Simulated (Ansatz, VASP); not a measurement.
**CdS3 in VASP and in Ansatz**

```xyz
4
Lattice="4.2144 0.0000 0.0000 0.0000 4.2144 0.0000 0.0000 0.0000 4.2144" Properties=species:S:1:pos:R:3 pbc="T T T"
Cd    0.0000    0.0000    0.0000
S     0.0000    2.1072    2.1072
S     2.1072    0.0000    2.1072
S     2.1072    2.1072    0.0000
```

Alike in both runs: functional PBE; k mesh 4 × 4 × 4; occupations gaussian, width 0.1 eV; no spin polarisation.

Ansatz relaxed the structure, and its values are those at the end. VASP's run is a single point on that final structure, the one shown.

|  | VASP | Ansatz |
| --- | --- | --- |
| version | VASP 6.6.1 | Ansatz 0.2.0 |
| potentials or method | VASP PAW PBE potentials, release 64 (Cd, S), cutoff 520 eV | scalar-relativistic, plane waves, PAW |
| valence electrons in the cell | 30 | 38 |

|  | VASP | Ansatz | Ansatz less VASP |
| --- | --- | --- | --- |
| gap on the k mesh at the Fermi level (eV) | none | none | - |
| pressure (GPa) | -0.2 | -0.3 | -0.18 |

A gap of «none» marks a metal or a gap that the smearing closes. VASP's potentials hold 30 valence electrons a cell and Ansatz's 38, so a difference there can come from the potentials and not from the codes.

The k mesh is coarse, so the values compare programs but aren't converged.
